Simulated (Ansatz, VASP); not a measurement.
**ZnHgO2: VASP beside Ansatz**

```
Zn O Hg
1.0
     3.32639    0.00000    0.00000
     0.00000    3.32639    0.00000
     0.00000    0.00000    5.19307
Zn O Hg
1 2 1
Direct
  0.00000 0.00000 0.00000
  0.00000 0.50000 0.20343
  0.50000 0.00000 0.79657
  0.50000 0.50000 0.50000
```

Alike in both runs: task single point; functional PBE; k mesh 6 × 6 × 4; occupations fermi-dirac, width 0.02 eV; no spin polarisation.

```csv
,VASP,Ansatz
version,VASP 6.6.1,Ansatz 0.2.0
potentials or method,"VASP PAW PBE potentials, release 64 (Zn, O, Hg_sv_GW)",plane waves
plane-wave cutoff (eV),600,420
valence electrons in the cell,44,44
```

Ansatz gave:

* pressure (GPa): 4.9
* rms of the force components (eV/Å): 0.007

Task: What did VASP give for the same quantities?

Result: Pressure (GPa): 5.3; rms of the force components (eV/Å): 0.029.

Neither program's run includes spin-orbit coupling.
